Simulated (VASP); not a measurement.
Write the native input for VASP 6.6.1 that does the following.

| Quantity | Value |
| --- | --- |
| Task | single point |
| Functional | LDA |
| Potentials or basis | VASP PAW LDA potentials, release 64 (La) |
| Cutoff | 520 eV |
| k mesh | 12 × 12 × 4 |
| Occupations | gaussian, width 0.1 eV |
| Spin | no spin polarisation |
| Dipole correction | no |
| Further INCAR settings | ALGO = Fast; EDIFF = 1e-06; NBANDS = 30 |

The structure of La lies in POSCAR:

```
La
1.0
    3.5932089320      0.0000000000      0.0000000000
   -1.7966044660      3.1118102162      0.0000000000
    0.0000000000      0.0000000000     11.5423728012
La
4
Direct
    0.0000000000      0.0000000000      0.0000000000
    0.0000000000      0.0000000000      0.5000000000
    0.3333333333      0.6666666667      0.2500000000
    0.6666666667      0.3333333333      0.7500000000
```

The input as run:

INCAR

```
SYSTEM = La
  PREC = Accurate
  ENCUT = 520
  EDIFF = 1E-6
  ISMEAR = 0
  SIGMA = 0.1
  LREAL = .False.
  LASPH = .True.
  NELM = 100
  ALGO = Fast
  ISIF = 2
  LWAVE = .False.
  LCHARG = .True.
  LELF = .True.
  LVHAR = .True.
  NBANDS = 30
```

KPOINTS

```
regular mesh
0
Gamma
  12 12 4
  0 0 0
```

Potentials or basis: VASP PAW LDA potentials, release 64 (La).

Run with:

```console
$ cat potpaw_LDA.64/La/POTCAR > POTCAR
$ mpirun -np 1 vasp_std > vasp.out
```

Results of the run:

The pressure is -0.1 GPa and the band gap on the k mesh is zero (bands 22 and 23 overlap by 1.21 eV).

Caveat: spin-orbit coupling is left out, which moves the levels of the heavy elements.

Wall time 33 min on 1 thread of Intel Xeon 8259CL, on a shared host, peak memory 0.34 GiB.
